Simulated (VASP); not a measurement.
# MgRe3 (Fm-3m) in VASP: single point with PBEsol+D3(BJ)

Aim: the single point of MgRe3 with PBEsol+D3(BJ).

All numbers are computed with VASP 6.6.1; they aren't measurements. Logs are shortened: lines on timing, memory, paths and dates and some standing lists are left out, and cuts for length are marked.

## 1. The cell of the first run

The structure is cubic, space group Fm-3m (No. 225). Conventional cell: a = 6.229 Å, b = 6.229 Å, c = 6.229 Å, α = 90.00°, β = 90.00°, γ = 90.00°. Mg (site symmetry m-3m) has 14 Re at 2.70 to 3.11 Å within 3.6 Å. Re (site symmetry -43m) has 4 Mg at 2.70 Å and 10 Re at 2.70 to 3.11 Å within 3.6 Å. Within 3.6 Å of Re (site symmetry m-3m) lie 8 Re at 2.70 Å and 6 Mg at 3.11 Å.

## 2. Single point, PBEsol+D3(BJ), collinear spin, zero start

File INCAR:

```
  PREC = Accurate
  ENCUT = 520
  EDIFF = 1E-7
  ISMEAR = -1
  SIGMA = 0.1
  LREAL = F
  LASPH = T
  NELM = 150
  ALGO = Normal
  ISIF = 2
  LWAVE = F
  LCHARG = T
  ISPIN = 2
  MAGMOM = 0 0 0 0
  LORBIT = 11
  LMAXMIX = 4
  GGA = PS
  IVDW = 12
  LELF = T
  LVHAR = T
  NBANDS = 24
```

File KPOINTS:

```
Automatic mesh
0
Gamma
  6 6 6
```

File POSCAR:

```
MgRe3
1.0
    0.0000000000      3.1145280000      3.1145280000
    3.1145280000      0.0000000000      3.1145280000
    3.1145280000      3.1145280000      0.0000000000
Mg Re
1 3
Direct
    0.0000000000      0.0000000000      0.0000000000
    0.2500000000      0.2500000000      0.2500000000
    0.5000000000      0.5000000000      0.5000000000
    0.7500000000      0.7500000000      0.7500000000
```

Potentials or basis: VASP PAW PBE potentials, release 64 (Mg, Re).

Command:

```console
cat potpaw_PBE.64/Mg/POTCAR potpaw_PBE.64/Re/POTCAR > POTCAR
mpirun -np 1 vasp_std > vasp.out
```

OUTCAR:

```text
PREC = Accurate
   ENCUT = 520
   EDIFF = 1E-7
   ISMEAR = -1
   LREAL = F
   LASPH = T
   NELM = 150
   ISIF = 2
   ISPIN = 2
   LORBIT = 11
   GGA = PS
   IVDW = 12
 IVDW          = 12

 ion  position               nearest neighbor table
   1  0.000  0.000  0.000-   4 2.70   4 2.70   4 2.70   2 2.70   4 2.70   2 2.70   2 2.70   2 2.70
                             3 3.11   3 3.11   3 3.11   3 3.11   3 3.11   3 3.11
   2  0.250  0.250  0.250-   1 2.70   1 2.70   1 2.70   1 2.70   3 2.70   3 2.70   3 2.70   3 2.70
                             4 3.11   4 3.11   4 3.11   4 3.11   4 3.11   4 3.11
   3  0.500  0.500  0.500-   2 2.70   2 2.70   2 2.70   2 2.70   4 2.70   4 2.70   4 2.70   4 2.70
                             1 3.11   1 3.11   1 3.11   1 3.11   1 3.11   1 3.11
   4  0.750  0.750  0.750-   3 2.70   3 2.70   3 2.70   1 2.70   3 2.70   1 2.70   1 2.70   1 2.70
                             2 3.11   2 3.11   2 3.11   2 3.11   2 3.11   2 3.11

  LATTYP: Found a face centered cubic cell.
 ALAT       =     6.2290560000

  Lattice vectors:

 A1 = (   0.0000000000,   3.1145280000,   3.1145280000)
 A2 = (   3.1145280000,   0.0000000000,   3.1145280000)
 A3 = (   3.1145280000,   3.1145280000,   0.0000000000)

Analysis of symmetry for initial positions (statically):
=====================================================================
 Subroutine PRICEL returns:
 Original cell was already a primitive cell.

 Routine SETGRP: Setting up the symmetry group for a
 face centered cubic supercell.

 Subroutine GETGRP returns: Found 48 space group operations
 (whereof 48 operations were pure point group operations)
 out of a pool of 48 trial point group operations.

The static configuration has the point symmetry O_h .

Analysis of symmetry for dynamics (positions and initial velocities):
=====================================================================
 Subroutine PRICEL returns:
 Original cell was already a primitive cell.

 Routine SETGRP: Setting up the symmetry group for a
 face centered cubic supercell.

 Subroutine GETGRP returns: Found 48 space group operations
 (whereof 48 operations were pure point group operations)
 out of a pool of 48 trial point group operations.

The dynamic configuration has the point symmetry O_h .

Analysis of structural, dynamic, and magnetic symmetry:
=====================================================================
 Subroutine PRICEL returns:
 Original cell was already a primitive cell.

 Routine SETGRP: Setting up the symmetry group for a
 face centered cubic supercell.

 Subroutine GETGRP returns: Found 48 space group operations
 (whereof 48 operations were pure point group operations)
 out of a pool of 48 trial point group operations.

The overall configuration has the point symmetry O_h .

 Subroutine INISYM returns: Found 48 space group operations
 (whereof 48 operations are pure point group operations),
 and found     1 'primitive' translations

----------------------------------------------------------------------------------------

                                     Primitive cell

  volume of cell :      60.4236

  direct lattice vectors                    reciprocal lattice vectors
     0.000000000  3.114528000  3.114528000    -0.160537969  0.160537969  0.160537969
     3.114528000  0.000000000  3.114528000     0.160537969 -0.160537969  0.160537969
     3.114528000  3.114528000  0.000000000     0.160537969  0.160537969 -0.160537969

  length of vectors
     4.404607738  4.404607738  4.404607738     0.278059919  0.278059919  0.278059919

  position of ions in fractional coordinates (direct lattice)
     0.000000000  0.000000000  0.000000000
     0.250000000  0.250000000  0.250000000
     0.500000000  0.500000000  0.500000000
     0.750000000  0.750000000  0.750000000

  ion indices of the primitive-cell ions
   primitive index   ion index
                 1           1
                 2           2
                 3           3
                 4           4

----------------------------------------------------------------------------------------

 KPOINTS: Automatic mesh

Automatic generation of k-mesh.
[... 23 lines left out ...]
  0.000000  0.000000  0.000000      1.000000
  0.166667  0.000000  0.000000      8.000000
  0.333333  0.000000  0.000000      8.000000
  0.500000  0.000000  0.000000      4.000000
  0.166667  0.166667  0.000000      6.000000
  0.333333  0.166667  0.000000     24.000000
[... 8 lines left out ...]
 -0.333333  0.333333  0.166667     24.000000
 -0.333333  0.500000  0.166667     12.000000
   k-points           NKPTS =     16   k-points in BZ     NKDIM =     16   number of bands    NBANDS=     24
   number of dos      NEDOS =    301   number of ions     NIONS =      4
   total plane-waves  NPLWV =  46656
   dimension x,y,z NGX =    36 NGY =   36 NGZ =   36
   dimension x,y,z NGXF=    72 NGYF=   72 NGZF=   72
   ions per type =               1   3
   NGX,Y,Z   is equivalent  to a cutoff of  13.59, 13.59, 13.59 a.u.
   NGXF,Y,Z  is equivalent  to a cutoff of  27.18, 27.18, 27.18 a.u.
 SYSTEM =  unknown system
   PREC   = accura    normal or accurate (medium, high low for compatibility)
   ISTART =      0    job   : 0-new  1-cont  2-samecut
   ICHARG =      2    charge: 1-file 2-atom 10-const
   ISPIN  =      2    spin polarized calculation?
   LNONCOLLINEAR =      F non collinear calculations
   LSORBIT =      F    spin-orbit coupling
   LASPH  =      T    aspherical Exc in radial PAW
   ENCUT  =  520.0 eV  38.22 Ry    6.18 a.u.   8.19  8.19  8.19*2*pi/ulx,y,z
   NELM   =    150;   NELMIN=  2; NELMDL= -5     # of ELM steps
   EDIFF  = 0.1E-06   stopping-criterion for ELM
   LREAL  =      F    real-space projection
   EDIFFG = 0.1E-05   stopping-criterion for IOM
   NSW    =      0    number of steps for IOM
   IBRION =     -1    ionic relax: 0-MD 1-quasi-New 2-CG
   NFREE  =      0    steps in history (QN), initial steepest desc. (CG)
   ISIF   =      2    stress and relaxation
   ISYM   =      2    0-nonsym 1-usesym 2-fastsym
   POTIM  = 0.5000    time-step for ionic-motion
   TEBEG  =    0.0;   TEEND  =   0.0 temperature during run
   PSTRESS=    0.0 pullay stress
   NELECT =      23.0000    total number of electrons
   NUPDOWN=      -1.0000    fix difference up-down
   EMIN   =  10.00;   EMAX   =-10.00  energy-range for DOS
   EFERMI =   0.00;   METHOD = LEGACY
   ISMEAR =    -1;   SIGMA  =   0.10  broadening in eV -4-tet -1-fermi 0-gaus
   EFERMI_NEDOS =   21; number of points for ismear=-14 and -15
   IALGO  =     38    algorithm
   IMIX   =      4    mixing-type and parameters
     AMIX     =   0.40;   BMIX     =  1.00
     AMIX_MAG =   1.60;   BMIX_MAG =  1.00
  volume/ion in A,a.u.               =      15.11       101.94
  Fermi-wavevector in a.u.,A,eV,Ry     =   1.186448  2.242061 19.152346  1.407658
  Thomas-Fermi vector in A             =   2.322620
   LORBIT       =     11    0 simple, 1 ext, 2 COOP (PROOUT), +10 PAW based schemes
   GGA     = PS    functional components
   LHFCALC =     F    Hartree Fock is set to
   AEXX    =    0.0000 exact exchange contribution
   IVDW    =    12    specifies the selected vdW correction
   LEPSILON=     F    determine dielectric tensor
   LRPA    =     F    only Hartree local field effects (RPA)
 spin polarized calculation
  energy-cutoff  :      520.00
  volume of cell :       60.42
 maximum number of plane-waves:      1660
 NGX is ok and might be reduce to    36
   NGX = 17   NGY = 17   NGZ = 17

 number of electron      22.9999998 magnetization       0.0000014

 number of electron      22.9999998 magnetization      -0.0000001

 Free energy of the ion-electron system (eV)
  ---------------------------------------------------
  ext. energy  EPLUGINS =         0.00000000
  ---------------------------------------------------
  free energy    TOTEN  =       -40.64816829 eV

  energy without entropy =      -40.56446587  energy(sigma->0) =      -40.60631708

 E-fermi :   6.7924     XC(G=0): -12.7959

 val. band max:        6.7707194781   @ k =   0.5000   0.3333   0.0000
 cond. band min:       6.8273065805   @ k =  -0.3333   0.5000   0.1667
 fundamental gap:      0.0565871024
 Fermi energy:         6.7924349810

 spin component 1

 k-point     1 :       0.0000    0.0000    0.0000
  band No.  band energies     occupation
      1      -2.7166      1.00000
      2       1.7024      1.00000
      3       1.7024      1.00000
      4       3.0848      1.00000
      5       3.0848      1.00000
      6       3.0848      1.00000
[... 405 lines left out ...]
     22      18.0344      0.00000
     23      18.8663      0.00000
 Fermi energy:         6.7924349810

 spin component 2

 k-point     1 :       0.0000    0.0000    0.0000
  band No.  band energies     occupation
      1      -2.7166      1.00000
      2       1.7024      1.00000
      3       1.7024      1.00000
      4       3.0848      1.00000
      5       3.0848      1.00000
      6       3.0848      1.00000
[... 405 lines left out ...]
     22      18.0344      0.00000
     23      18.8663      0.00000
 [bands above 23 left out]

------------------------ aborting loop because EDIFF is reached ----------------------------------------

 Edisp (eV)   -2.36038

 E8    (eV) :    -1.6832

  FORCE on cell =-STRESS in cart. coord.  units (eV):
  Direction    XX          YY          ZZ          XY          YZ          ZX
  --------------------------------------------------------------------------------------
  -------------------------------------------------------------------------------------
  Total      -5.43989    -5.43989    -5.43989     0.00000     0.00000    -0.00000
  in kB    -144.24262  -144.24262  -144.24262     0.00000     0.00000    -0.00000
  external pressure =     -144.24 kB  Pullay stress =        0.00 kB

 VOLUME and BASIS-vectors are now :
 -----------------------------------------------------------------------------
  energy-cutoff  :      520.00
  volume of cell :       60.42
      direct lattice vectors                 reciprocal lattice vectors
     0.000000000  3.114528000  3.114528000    -0.160537969  0.160537969  0.160537969
     3.114528000  0.000000000  3.114528000     0.160537969 -0.160537969  0.160537969
     3.114528000  3.114528000  0.000000000     0.160537969  0.160537969 -0.160537969

 POSITION                                       TOTAL-FORCE (eV/Angst)
 -----------------------------------------------------------------------------------
      0.00000      0.00000      0.00000         0.000000     -0.000000      0.000000
      1.55726      1.55726      1.55726         0.000000      0.000000     -0.000000
      3.11453      3.11453      3.11453         0.000000     -0.000000      0.000000
      4.67179      4.67179      4.67179        -0.000000     -0.000000      0.000000
 -----------------------------------------------------------------------------------
    total drift:                                0.000000      0.000000      0.000000

  FREE ENERGIE OF THE ION-ELECTRON SYSTEM (eV)
  ---------------------------------------------------
  free  energy   TOTEN  =       -43.0085498707 eV

  energy  without entropy=      -42.9248474521  energy(sigma->0) =      -42.96669866

 total charge

# of ion       s       p       d       tot
------------------------------------------
    1        0.209   0.231   0.065   0.506
    2        0.580   0.546   4.848   5.974
    3        0.637   0.705   4.629   5.971
    4        0.580   0.546   4.848   5.974
--------------------------------------------------
tot          2.008   2.027  14.390  18.425

 magnetization (x)

# of ion       s       p       d       tot
------------------------------------------
    1        0.000   0.000   0.000   0.000
    2       -0.000  -0.000  -0.000  -0.000
    3        0.000   0.000   0.000   0.000
    4       -0.000  -0.000  -0.000  -0.000
--------------------------------------------------
tot         -0.000  -0.000  -0.000  -0.000
```

Wall time 2.2 min (1 thread of AMD EPYC 7R43 (Zen 3), shared host); peak memory 0.22 GiB.

Results:

| Item | Value |
| --- | --- |
| Free energy | -43.0085 eV |
| Pressure | -14.4 GPa |
| Net moment | 0.00 μB per cell |
| Valence electrons inside the program's atomic spheres | Mg 0.51; Re 5.97 |
| Dispersion energy per atom | -0.590 eV |

Caveat: the PAW data sets were made with another functional, which shifts forces and pressure a little; spin-orbit coupling is left out, which moves the levels of the heavy elements; pairwise dispersion overbinds metals, which lowers pressure and volume.
